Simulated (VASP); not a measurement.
The system is ScAl3.

```xyz
4
Lattice="4.0878 0.0000 0.0000 0.0000 4.0878 0.0000 0.0000 0.0000 4.0878" Properties=species:S:1:pos:R:3 pbc="T T T"
Sc   -0.0905   -0.0342    0.0254
Al    2.1383   -0.0328    2.0466
Al   -0.0321    1.9711    2.1044
Al    1.9816    2.0093   -0.0701
```

| Property | Result |
| --- | --- |
| Program | VASP 6.6.1 |
| Task | relaxation of the atoms |
| Functional | PBE |
| Potentials or basis | VASP PAW PBE potentials, release 64 (Sc_sv, Al) |
| Cutoff | 520 eV |
| k mesh | 3 × 3 × 3 |
| Occupations | methfessel-paxton, width 0.1 eV |
| Spin | no spin polarisation |

At the start: pressure 2.0 GPa; volume 17.08 Å³/atom.

Problem. Where does the relaxation end?

Solution. Over 12 steps the energy falls by 33.8 meV/atom; space group Pm (No. 6, to 0.1 Å) before, Pm-3m (No. 221, to 0.1 Å).

Step by step:
```tsv
step	energy change (eV)	largest force (eV/Å)	pressure (GPa)
1	0.0000	1.1235	2.00
2	-0.0975	0.5109	1.45
3	-0.1163	0.4424	1.33
4	-0.1293	0.2453	1.26
5	-0.1352	0.0150	1.22
6	-0.1352	0.0179	1.22
7	-0.1352	0.0100	1.22
8	-0.1352	0.0082	1.22
9	-0.1352	0.0041	1.22
10	-0.1352	0.0027	1.22
11	-0.1352	0.0016	1.22
12	-0.1352	0.0006	1.22
```

Final structure:
```xyz
4
Lattice="4.0878 0.0000 0.0000 0.0000 4.0878 0.0000 0.0000 0.0000 4.0878" Properties=species:S:1:pos:R:3 pbc="T T T"
Sc    4.0652    4.0442    0.0046
Al    2.0213    4.0442    2.0485
Al    4.0652    2.0003    2.0485
Al    2.0213    2.0003    0.0047
```

Caveat: the k points lie up to 0.51 Å⁻¹ apart, too coarse for converged energies and pressures of a metal.
